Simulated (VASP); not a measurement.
# BeS: relaxation of cell and atoms with PBEsol

Crystal: BeS.

```
CELL_PARAMETERS angstrom
3.06810 0.00000 0.00000
0.00000 3.06810 0.00000
0.00000 0.00000 3.06810
ATOMIC_POSITIONS crystal
Be 0.00000 0.00000 0.00000
S 0.50000 0.50000 0.50000
```

| Quantity | Value |
| --- | --- |
| Program | VASP 6.6.1 |
| Task | relaxation of cell and atoms |
| Functional | PBEsol |
| Potentials or basis | VASP PAW PBE potentials, release 64 (Be, S) |
| Cutoff | 600 eV |
| k mesh | 8 × 8 × 8 |
| Occupations | fermi-dirac, width 0.03 eV |
| Spin | no spin polarisation |
| Dipole correction | no |
| Further INCAR settings | ALGO = Normal; EDIFF = 1e-07; IBRION = 2; EDIFFG = -0.01; NSW = 100; ISIF = 3 |

```
Relaxed volume                         : 12.10 Å³/atom
Relaxed cell                           : a = 2.893 Å, b = 2.893 Å, c = 2.893 Å, α = 90.00°, β = 90.00°, γ = 90.00°
Space group after relaxing (to 0.05 Å) : Pm-3m (No. 221)
Energy gained by relaxing              : 94.6 meV/atom
Ionic steps                            : 4
Pressure after relaxing                : 0.0 GPa
Band gap on the k mesh                 : zero (band 4 reaches 8.60 eV, above the bottom of band 5 at 6.64 eV)
```

The path:
```
step  energy change (eV)  largest force (eV/Å)  pressure (GPa)  volume (Å³)
   1              0.0000                0.0000          -11.75        28.88
   2             -0.1871                0.0000           -1.42        24.68
   3             -0.1892                0.0000           -0.26        24.29
   4             -0.1893                0.0000            0.02        24.20
```

Final structure:
```xyz
2
Lattice="2.8926 0.0000 0.0000 0.0000 2.8926 0.0000 0.0000 0.0000 2.8926" Properties=species:S:1:pos:R:3 pbc="T T T"
Be    0.0000    0.0000    0.0000
S     1.4463    1.4463    1.4463
```

Levels at points of the mesh, in eV from the Fermi level:
| k point | band 1 | band 2 | band 3 | band 4 | band 5 | band 6 | band 7 | band 8 |
| --- | --- | --- | --- | --- | --- | --- | --- | --- |
| (0.00, 0.00, 0.00) | -16.31 | -1.59 | -1.59 | -1.59 | 2.21 | 5.02 | 5.02 | 10.61 |
| (0.50, 0.00, 0.00) | -14.36 | -8.85 | 0.26 | 0.26 | 3.89 | 5.47 | 5.47 | 7.43 |
| (0.50, 0.50, 0.00) | -12.32 | -7.03 | -7.03 | -1.69 | 1.33 | 8.15 | 8.15 | 8.40 |
| (0.50, 0.50, 0.50) | -10.59 | -4.52 | -4.52 | -4.52 | -0.57 | -0.57 | -0.57 | 4.37 |

It took 25 s on 1 thread of Intel Xeon 6975P-C (shared host), peak memory 0.16 GiB.

Caveat: the volume moved by over 15 % at a fixed basis, so the end points are rough; the PAW data sets were made with another functional, which shifts forces and pressure a little.
